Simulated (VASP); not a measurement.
The system is AlN.

```
Al N
1.0
     0.00000    2.19000    2.19000
     2.19000    0.00000    2.19000
     2.19000    2.19000    0.00000
Al N
1 1
Cartesian
  0.0000 0.0000 0.0000
  1.0950 1.0950 1.0950
```

| Property | Result |
| --- | --- |
| Program | VASP 6.6.1 |
| Task | relaxation of cell and atoms |
| Functional | LDA |
| Potentials or basis | VASP PAW LDA potentials, release 64 (Al, N) |
| Cutoff | 600 eV |
| k mesh | 10 × 10 × 10 |
| Occupations | gaussian, width 0.02 eV |
| Spin | no spin polarisation |

At the start: pressure -4.7 GPa; volume 10.50 Å³/atom.

**Question.** How do energy, volume and symmetry change on relaxing?

**Answer.** Over 3 steps the energy falls by 3.7 meV/atom and the volume is 10.26 Å³/atom (-2.3 %); space group F-43m (No. 216, to 0.1 Å) before and after.

The path:
| step | energy change (eV) | largest force (eV/Å) | pressure (GPa) | volume (Å³) |
| --- | --- | --- | --- | --- |
| 1 | 0.0000 | 0.0000 | -4.73 | 21.01 |
| 2 | -0.0008 | 0.0000 | 4.79 | 20.08 |
| 3 | -0.0073 | 0.0000 | -0.03 | 20.52 |

Final structure:
```xyz
2
Lattice="0.0000 2.1730 2.1730 2.1730 0.0000 2.1730 2.1730 2.1730 0.0000" Properties=species:S:1:pos:R:3 pbc="T T T"
Al    0.0000    0.0000    0.0000
N     1.0865    1.0865    1.0865
```
